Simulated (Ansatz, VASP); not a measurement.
GePt: VASP beside Ansatz

File INCAR:

```
SYSTEM = GePt
  PREC = Accurate
  ENCUT = 600
  EDIFF = 1E-6
  ISMEAR = 0
  SIGMA = 0.1
  LREAL = .FALSE.
  LASPH = .TRUE.
  NELM = 100
  ALGO = Normal
  ISIF = 3
  LWAVE = .FALSE.
  LCHARG = .FALSE.
  GGA = PE
  IBRION = 2
  NSW = 90
  EDIFFG = -0.04
```

File KPOINTS:

```
regular mesh
0
G
  6 6 4
  0 0 0
```

File POSCAR:

```
GePt
1.0
    3.7376852845      0.0000000000      0.0000000000
    0.0000000000      3.7376852845      0.0000000000
    0.0000000000      0.0000000000      4.7228903730
Ge Pt
2 2
Direct
    0.0000000000      0.5000000000      0.2351000000
    0.5000000000      0.0000000000      0.7649000000
    0.0000000000      0.0000000000      0.0000000000
    0.5000000000      0.5000000000      0.0000000000
```

Input for Ansatz:

```yaml
crystal:
  lattice:
    - [3.7376852845, 0.0, 0.0]
    - [0.0, 3.7376852845, 0.0]
    - [0.0, 0.0, 4.722890373]
  atoms:
    - { symbol: Ge, position: [0.0, 0.5, 0.2351] }
    - { symbol: Ge, position: [0.5, 0.0, 0.7649] }
    - { symbol: Pt, position: [0.0, 0.0, 0.0] }
    - { symbol: Pt, position: [0.5, 0.5, 0.0] }
basis:
  ecutwfc: 420
kpoints:
  mp_grid: { grid: [6, 6, 4] }
hamiltonian:
  xc: pbe
scf:
  occupations: { method: gaussian, width: 0.1 }
  lower_state_search: "off"
output:
  forces: true
  stress: true
  eigenvalues: true
relax:
  adjacent_minimum: "off"
  f_tol: 0.04
  max_steps: 70
  cell: { stress_tol: 0.4 }
```

Alike in both runs: task relaxation of cell and atoms; functional PBE; k mesh 6 × 6 × 4; occupations gaussian, width 0.1 eV; no spin polarisation.

|  | VASP | Ansatz |
| --- | --- | --- |
| version | VASP 6.6.1 | Ansatz 0.2.0 |
| potentials or method | VASP PAW PBE potentials, release 64 (Ge_d, Pt), cutoff 600 eV | scalar-relativistic, plane waves, PAW |
| valence electrons in the cell | 48 | 64 |

```tsv
	VASP	Ansatz	Ansatz less VASP
gap on the k mesh at the Fermi level, each at its own relaxed structure (eV)	none	none	-
relaxed volume (Å³/atom)	21.23	22.63	+1.406
relaxed length of the cell vector where the two differ most in proportion (Å)	5.499	5.831	+0.3315
```

A gap of «none» marks a metal or a gap that the smearing closes. One of these differences is far larger than is usual between the two programs; its cause wasn't traced. VASP's potentials hold 48 valence electrons a cell and Ansatz's 64, so a difference there can come from the potentials and not from the codes.

Spin-orbit coupling is off throughout. Noted on VASP's run: the volume moved by over 15 % at a fixed basis, so the end points are rough.
